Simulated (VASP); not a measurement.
Wanted: the native input for a VASP 6.6.1 run.

- Task: single point
- Functional: PBE
- Potentials or basis: VASP PAW PBE potentials, release 64 (Zn, Cu)
- Cutoff: 520 eV
- k mesh: 22 × 22 × 14
- Occupations: gaussian, width 0.15 eV
- Spin: no spin polarisation
- Dipole correction: no
- Further INCAR settings: ALGO = Normal; EDIFF = 1e-06; NBANDS = 18

The structure of ZnCu lies in POSCAR:

```
ZnCu
1.0
    1.4880390000     -2.1212790000      0.0000000000
    1.4880390000      2.1212790000      0.0000000000
    0.0000000000      0.0000000000      4.1407460000
Zn Cu
1 1
Direct
    0.5000000000      0.5000000000      0.5000000000
    0.0000000000      0.0000000000      0.0000000000
```

One way to write it, as run:

INCAR

```
ALGO = Normal
EDIFF = 1E-6
ENCUT = 520
GGA = PE
ISIF = 2
ISMEAR = 0
LASPH = T
LCHARG = F
LREAL = F
LWAVE = F
NBANDS = 18
NELM = 100
PREC = Accurate
SIGMA = 0.15
```

KPOINTS

```
k-points
0
Gamma
  22 22 14
```

Potentials or basis: VASP PAW PBE potentials, release 64 (Zn, Cu).

Launch:

```sh
$ cat potpaw_PBE.64/Zn/POTCAR potpaw_PBE.64/Cu/POTCAR > POTCAR
$ mpirun -np 1 vasp_std > vasp.out
```

It gave:

```
Pressure : 1.1 GPa
```

It took 2.4 min on 1 thread of Intel(R) Xeon(R) 6975P-C (Granite Rapids), on a shared host, peak memory 0.59 GiB.
